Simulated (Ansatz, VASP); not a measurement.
**One calculation of SnO2, two programs**

Contents of INCAR:

```
SYSTEM = SnO2
ALGO = Normal
EDIFF = 1E-6
ENCUT = 520
GGA = PE
ISIF = 2
ISMEAR = 0
LASPH = .TRUE.
LCHARG = .TRUE.
LELF = .TRUE.
LREAL = .FALSE.
LVHAR = .TRUE.
LWAVE = .FALSE.
NBANDS = 35
NELM = 60
PREC = Accurate
SIGMA = 0.05
```

KPOINTS

```
k-points
0
G
  6 6 8
  0 0 0
```

The input POSCAR:

```
SnO2
1.0
    4.8277049961      0.0000000000      0.0000000000
    0.0000000000      4.8277049961      0.0000000000
    0.0000000000      0.0000000000      3.2379909406
Sn O
2 4
Direct
   -0.0207137760      0.0000000000     -0.0617666954
    0.5000000000      0.5000000000      0.5000000000
    0.3066050863      0.3066050863      0.0000000000
    0.1933949137      0.8066050863      0.5000000000
    0.6933949137      0.6933949137      0.0000000000
    0.8066050863      0.1933949137      0.5000000000
```

Input for Ansatz:

```yaml
crystal:
  lattice:
    - [4.8277049961, 0.0, 0.0]
    - [0.0, 4.8277049961, 0.0]
    - [0.0, 0.0, 3.2379909406]
  atoms:
    - { symbol: Sn, position: [-0.020713776, 0.0, -0.0617666954] }
    - { symbol: Sn, position: [0.5, 0.5, 0.5] }
    - { symbol: O, position: [0.3066050863, 0.3066050863, 0.0] }
    - { symbol: O, position: [0.1933949137, 0.8066050863, 0.5] }
    - { symbol: O, position: [0.6933949137, 0.6933949137, 0.0] }
    - { symbol: O, position: [0.8066050863, 0.1933949137, 0.5] }
basis:
  ecutwfc: 420
kpoints:
  mp_grid: { grid: [6, 6, 8] }
hamiltonian:
  xc: pbe
scf:
  occupations: { method: gaussian, width: 0.05 }
output:
  forces: true
  stress: true
  eigenvalues: true
```

Alike in both runs: task single point; functional PBE; k mesh 6 × 6 × 8; occupations gaussian, width 0.05 eV; no spin polarisation.

|  | VASP | Ansatz |
| --- | --- | --- |
| version | VASP 6.6.1 | Ansatz 0.2.0 |
| potentials or method | VASP PAW PBE potentials, release 64 (Sn_d, O), cutoff 520 eV | scalar-relativistic, plane waves, PAW |
| valence electrons in the cell | 52 | 52 |

Ansatz gave:

* gap on the k mesh at the Fermi level (eV): 0.60
* least direct gap on the mesh (eV): 0.60
* pressure (GPa): 3.5
* traceless stress, the component that is largest in VASP (GPa): -2.83
* rms of the force components (eV/Å): 1.329

Task: Estimate VASP's values.

Result: gap on the k mesh at the Fermi level (eV): 0.58; least direct gap on the mesh (eV): 0.58; pressure (GPa): 4.0; traceless stress, the component that is largest in VASP (GPa): -2.81; rms of the force components (eV/Å): 1.348.

Atom by atom the forces differ by 0.024 eV/Å (rms over components). The functional is the same, so the differences come from potentials, cutoffs and numerics.
